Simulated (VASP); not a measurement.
# AlNi3 (Pm-3m) in VASP: single point with PBEsol

Aim: the single point of AlNi3 with PBEsol.

Program: VASP 6.6.1. These are calculated values, not measurements. Logs are shortened: lines on timing, memory, paths and dates and some standing lists are left out, and cuts for length are marked.

## 1. The cell of the first run

It takes space group Pm-3m (No. 221, cubic). The conventional cell has a = 3.568 Å, b = 3.568 Å, c = 3.568 Å, α = 90.00°, β = 90.00°, γ = 90.00°. Al (site symmetry m-3m) has 12 Ni at 2.52 Å within 3.3 Å. Within 3.3 Å of Ni (site symmetry 4/mmm) lie 4 Al at 2.52 Å and 8 Ni at 2.52 Å.

## 2. Single point, PBEsol

Input file POSCAR:

```
AlNi3
1.0
    3.5680000000      0.0000000000      0.0000000000
    0.0000000000      3.5680000000      0.0000000000
    0.0000000000      0.0000000000      3.5680000000
Al Ni
1 3
Direct
    0.0000000000      0.0000000000      0.0000000000
    0.0000000000      0.5000000000      0.5000000000
    0.5000000000      0.0000000000      0.5000000000
    0.5000000000      0.5000000000      0.0000000000
```

Input file INCAR.step1:

```
PREC = Accurate ; ENCUT = 520
EDIFF = 1E-6 ; ISMEAR = 0
SIGMA = 0.03 ; LREAL = False
LASPH = True ; NELM = 80
ALGO = Fast ; ISIF = 2
LWAVE = False ; LCHARG = True
LMAXMIX = 4 ; GGA = PS
NBANDS = 24
```

Input file KPOINTS.step1:

```
Automatic mesh
0
Gamma
  24 24 24
```

Input file INCAR.step2:

```
PREC = Accurate ; ENCUT = 520
EDIFF = 1E-6 ; ISMEAR = -5
SIGMA = 0.03 ; LREAL = False
LASPH = True ; NELM = 80
ALGO = Fast ; ISIF = 2
LWAVE = False ; LCHARG = False
LMAXMIX = 4 ; GGA = PS
LORBIT = 11 ; NEDOS = 1001
ICHARG = 11
```

Input file KPOINTS.step2:

```
Automatic mesh
0
Gamma
  36 36 36
```

Potentials or basis: VASP PAW PBE potentials, release 64 (Al, Ni).

Command:

```
> cat potpaw_PBE.64/Al/POTCAR potpaw_PBE.64/Ni/POTCAR > POTCAR
> cp INCAR.step1 INCAR
> cp KPOINTS.step1 KPOINTS
> mpirun -np 1 vasp_std > vasp.out
> cp INCAR.step2 INCAR
> cp KPOINTS.step2 KPOINTS
> mpirun -np 1 vasp_std > vasp.out
```

OUTCAR:

```text
PREC = Accurate
   ENCUT = 520
   EDIFF = 1E-6
   ISMEAR = -5
   LREAL = False
   LASPH = True
   NELM = 80
   ISIF = 2
   GGA = PS
   LORBIT = 11
   ICHARG = 11

 ion  position               nearest neighbor table
   1  0.000  0.000  0.000-   2 2.52   3 2.52   4 2.52   2 2.52   3 2.52   2 2.52   4 2.52   2 2.52
                             3 2.52   4 2.52   3 2.52   4 2.52
   2  0.000  0.500  0.500-   1 2.52   3 2.52   4 2.52   1 2.52   4 2.52   1 2.52   3 2.52   1 2.52
                             3 2.52   4 2.52   4 2.52   3 2.52
   3  0.500  0.000  0.500-   1 2.52   2 2.52   4 2.52   1 2.52   4 2.52   2 2.52   4 2.52   4 2.52
                             1 2.52   2 2.52   1 2.52   2 2.52
   4  0.500  0.500  0.000-   1 2.52   2 2.52   3 2.52   2 2.52   3 2.52   1 2.52   3 2.52   3 2.52
                             1 2.52   2 2.52   2 2.52   1 2.52

  LATTYP: Found a simple cubic cell.
 ALAT       =     3.5680000000

  Lattice vectors:

 A1 = (   3.5680000000,   0.0000000000,   0.0000000000)
 A2 = (   0.0000000000,   3.5680000000,   0.0000000000)
 A3 = (   0.0000000000,   0.0000000000,   3.5680000000)

Analysis of symmetry for initial positions (statically):
=====================================================================
 Subroutine PRICEL returns:
 Original cell was already a primitive cell.

 Routine SETGRP: Setting up the symmetry group for a
 simple cubic supercell.

 Subroutine GETGRP returns: Found 48 space group operations
 (whereof 48 operations were pure point group operations)
 out of a pool of 48 trial point group operations.

The static configuration has the point symmetry O_h .

Analysis of symmetry for dynamics (positions and initial velocities):
=====================================================================
 Subroutine PRICEL returns:
 Original cell was already a primitive cell.

 Routine SETGRP: Setting up the symmetry group for a
 simple cubic supercell.

 Subroutine GETGRP returns: Found 48 space group operations
 (whereof 48 operations were pure point group operations)
 out of a pool of 48 trial point group operations.

The dynamic configuration has the point symmetry O_h .

 Subroutine INISYM returns: Found 48 space group operations
 (whereof 48 operations are pure point group operations),
 and found     1 'primitive' translations

----------------------------------------------------------------------------------------

                                     Primitive cell

  volume of cell :      45.4229

  direct lattice vectors                    reciprocal lattice vectors
     3.568000000  0.000000000  0.000000000     0.280269058  0.000000000  0.000000000
     0.000000000  3.568000000  0.000000000     0.000000000  0.280269058  0.000000000
     0.000000000  0.000000000  3.568000000     0.000000000  0.000000000  0.280269058

  length of vectors
     3.568000000  3.568000000  3.568000000     0.280269058  0.280269058  0.280269058

  position of ions in fractional coordinates (direct lattice)
     0.000000000  0.000000000  0.000000000
     0.000000000  0.500000000  0.500000000
     0.500000000  0.000000000  0.500000000
     0.500000000  0.500000000  0.000000000

  ion indices of the primitive-cell ions
   primitive index   ion index
                 1           1
                 2           2
                 3           3
                 4           4

----------------------------------------------------------------------------------------

 KPOINTS: Automatic mesh

Automatic generation of k-mesh.
 Grid dimensions read from file:
 generate k-points for:   36   36   36

 Generating k-lattice:

  Cartesian coordinates                     Fractional coordinates (reciprocal lattice)
     0.007785252  0.000000000  0.000000000     0.027777778  0.000000000  0.000000000
     0.000000000  0.007785252  0.000000000     0.000000000  0.027777778  0.000000000
     0.000000000  0.000000000  0.007785252     0.000000000  0.000000000  0.027777778

  Length of vectors
     0.007785252  0.007785252  0.007785252

  Shift w.r.t. Gamma in fractional coordinates (k-lattice)
     0.000000000  0.000000000  0.000000000

 TETIRR: Found  23294 inequivalent tetrahedra from   279936

 Subroutine IBZKPT returns following result:
 ===========================================

 Found   1330 irreducible k-points:

 Following reciprocal coordinates:
            Coordinates               Weight
  0.000000  0.000000  0.000000      1.000000
  0.027778  0.000000  0.000000      6.000000
  0.055556  0.000000  0.000000      6.000000
  0.083333  0.000000  0.000000      6.000000
  0.111111  0.000000  0.000000      6.000000
  0.138889  0.000000  0.000000      6.000000
[... 16 lines left out ...]
  0.111111  0.027778  0.000000     24.000000
  0.138889  0.027778  0.000000     24.000000
 [... further k-points ...]
   k-points           NKPTS =   1330   k-points in BZ     NKDIM =   1330   number of bands    NBANDS=     20
   number of dos      NEDOS =   1001   number of ions     NIONS =      4
   total plane-waves  NPLWV =  21952
   dimension x,y,z NGX =    28 NGY =   28 NGZ =   28
   dimension x,y,z NGXF=    56 NGYF=   56 NGZF=   56
   ions per type =               1   3
   NGX,Y,Z   is equivalent  to a cutoff of  13.05, 13.05, 13.05 a.u.
   NGXF,Y,Z  is equivalent  to a cutoff of  26.09, 26.09, 26.09 a.u.
 SYSTEM =  unknown system
   PREC   = accura    normal or accurate (medium, high low for compatibility)
   ISTART =      0    job   : 0-new  1-cont  2-samecut
   ICHARG =     11    charge: 1-file 2-atom 10-const
   ISPIN  =      1    spin polarized calculation?
   LNONCOLLINEAR =      F non collinear calculations
   LSORBIT =      F    spin-orbit coupling
   LASPH  =      T    aspherical Exc in radial PAW
   ENCUT  =  520.0 eV  38.22 Ry    6.18 a.u.   6.63  6.63  6.63*2*pi/ulx,y,z
   NELM   =     80;   NELMIN=  2; NELMDL=  0     # of ELM steps
   EDIFF  = 0.1E-05   stopping-criterion for ELM
   LREAL  =      F    real-space projection
   EDIFFG = 0.1E-04   stopping-criterion for IOM
   NSW    =      0    number of steps for IOM
   IBRION =     -1    ionic relax: 0-MD 1-quasi-New 2-CG
   NFREE  =      0    steps in history (QN), initial steepest desc. (CG)
   ISIF   =      2    stress and relaxation
   ISYM   =      2    0-nonsym 1-usesym 2-fastsym
   POTIM  = 0.5000    time-step for ionic-motion
   TEBEG  =    0.0;   TEEND  =   0.0 temperature during run
   PSTRESS=    0.0 pullay stress
   NELECT =      33.0000    total number of electrons
   NUPDOWN=      -1.0000    fix difference up-down
   EMIN   =  10.00;   EMAX   =-10.00  energy-range for DOS
   EFERMI =   0.00;   METHOD = LEGACY
   ISMEAR =    -5;   SIGMA  =   0.03  broadening in eV -4-tet -1-fermi 0-gaus
   EFERMI_NEDOS =   21; number of points for ismear=-14 and -15
   IALGO  =     68    algorithm
   IMIX   =      4    mixing-type and parameters
     AMIX     =   0.40;   BMIX     =  1.00
     AMIX_MAG =   1.60;   BMIX_MAG =  1.00
  volume/ion in A,a.u.               =      11.36        76.63
  Fermi-wavevector in a.u.,A,eV,Ry     =   1.471707  2.781123 29.469143  2.165921
  Thomas-Fermi vector in A             =   2.586810
   LORBIT       =     11    0 simple, 1 ext, 2 COOP (PROOUT), +10 PAW based schemes
   GGA     = PS    functional components
   LHFCALC =     F    Hartree Fock is set to
   AEXX    =    0.0000 exact exchange contribution
   IVDW    =     0    specifies the selected vdW correction
   LEPSILON=     F    determine dielectric tensor
   LRPA    =     F    only Hartree local field effects (RPA)
 non-spin polarized calculation
 RMM-DIIS sequential band-by-band and
 Fermi weights with tetrahedron method with Bloechl corrections
  energy-cutoff  :      520.00
  volume of cell :       45.42
 maximum number of plane-waves:      1246
 NGX is ok and might be reduce to    28

 number of electron      33.0000022 magnetization

 Free energy of the ion-electron system (eV)
  ---------------------------------------------------
  ext. energy  EPLUGINS =         0.00000000
  ---------------------------------------------------
  free energy    TOTEN  =       -24.23074835 eV

  energy without entropy =      -24.23074835  energy(sigma->0) =      -24.23074835

 E-fermi :   9.2048     XC(G=0): -12.7964

 val. band max:        9.2095137395   @ k =   0.3056   0.1667   0.1667
 cond. band min:       9.1984847617   @ k =   0.3333   0.1944   0.1944
 fundamental gap:     -0.0110289778
 Fermi energy:         9.2048361345

 k-point     1 :       0.0000    0.0000    0.0000
  band No.  band energies     occupation
      1      -0.6744      2.00000
      2       5.0404      2.00000
      3       5.7332      2.00000
      4       5.7332      2.00000
      5       6.1381      2.00000
      6       6.1381      2.00000
[... 12 lines left out ...]
     19      10.1021      0.00000
     20      15.8138      0.00000

 k-point     2 :       0.0278    0.0000    0.0000
  band No.  band energies     occupation
      1      -0.6650      2.00000
      2       5.0435      2.00000
      3       5.7272      2.00000
      4       5.7393      2.00000
      5       6.1394      2.00000
      6       6.1394      2.00000
[... 12 lines left out ...]
     19      10.1507      0.00000
     20      15.8387      0.00000
[... 465 lines left out ...]
      3       5.6385      2.00000
      4       5.8252      2.00000
      5       6.1541      2.00000
      6       6.1608      2.00000
[... 12 lines left out ...]
     19      10.6701      0.00000
     20      15.8348      0.00000

 k-point    24 :       0.1389    0.0278    0.0000
  band No.  band energies     occupation
      1      -0.4312      2.00000
      2       5.0936      2.00000
      3       5.5867      2.00000
      4       5.8771      2.00000
      5       6.1652      2.00000
      6       6.1725      2.00000
[... 12 lines left out ...]
     19      10.8840      0.00000
     20      15.8299      0.00000

 [... further k-points ...]

------------------------ aborting loop because EDIFF is reached ----------------------------------------

  FORCE on cell =-STRESS in cart. coord.  units (eV):
  Direction    XX          YY          ZZ          XY          YZ          ZX
  --------------------------------------------------------------------------------------
  -------------------------------------------------------------------------------------
  Total       -2.1174969     -2.1174969     -2.1174969      0.0000000      0.0000000     -0.0000000
  in kB      -74.6893767    -74.6893767    -74.6893767      0.0000000      0.0000000     -0.0000000
  external PRESSURE =     -74.6893767 kB  Pullay stress =       0.0000000 kB

 VOLUME and BASIS-vectors are now :
 -----------------------------------------------------------------------------
  energy-cutoff  :      520.00
  volume of cell :       45.42
      direct lattice vectors                 reciprocal lattice vectors
     3.568000000  0.000000000  0.000000000     0.280269058  0.000000000  0.000000000
     0.000000000  3.568000000  0.000000000     0.000000000  0.280269058  0.000000000
     0.000000000  0.000000000  3.568000000     0.000000000  0.000000000  0.280269058

 POSITION                                       TOTAL-FORCE (eV/Angst)
 -----------------------------------------------------------------------------------
      0.00000      0.00000      0.00000         0.000000      0.000000      0.000000
      0.00000      1.78400      1.78400         0.000000      0.000000      0.000000
      1.78400      0.00000      1.78400         0.000000      0.000000      0.000000
      1.78400      1.78400      0.00000         0.000000      0.000000      0.000000
 -----------------------------------------------------------------------------------
    total drift:                                0.000000      0.000000      0.000000

  FREE ENERGIE OF THE ION-ELECTRON SYSTEM (eV)
  ---------------------------------------------------
  free  energy   TOTEN  =       -24.2307483471 eV

  energy  without entropy=      -24.2307483471  energy(sigma->0) =      -24.23074835

 total charge

# of ion       s       p       d       tot
------------------------------------------
    1        0.404   0.388   0.000   0.792
    2        0.493   0.513   8.381   9.387
    3        0.493   0.513   8.381   9.387
    4        0.493   0.513   8.381   9.387
--------------------------------------------------
tot          1.883   1.925  25.144  28.953
```

Run time: 16 min. Hardware: 1 thread of Intel Xeon Platinum 8488C (Sapphire Rapids), shared host; peak memory 1.1 GiB.

Results:

* Valence electrons inside the program's atomic spheres: Al 0.79; Ni 9.39

Levels at points of the mesh, in eV from the Fermi level:
```
           k point  band 13  band 14  band 15  band 16  band 17  band 18  band 19  band 20
(0.00, 0.00, 0.00)    -0.05     0.18     0.18     0.18     0.90     0.90     0.90     6.61
(0.50, 0.00, 0.00)    -1.00    -1.00    -0.85    -0.33     0.18     5.55     5.55     5.61
(0.50, 0.50, 0.00)    -1.12    -1.06    -0.79    -0.72    -0.43     1.02     1.02     8.17
(0.50, 0.50, 0.50)    -1.13    -0.89    -0.89    -0.14    -0.01    -0.01    -0.01     3.46
```

Caveat: the PAW data sets were made with another functional, which shifts forces and pressure a little; tetrahedron occupations give inexact forces and stress in metals. Spin polarisation is off, so any magnetic state and its effect on volume and gap are missing.
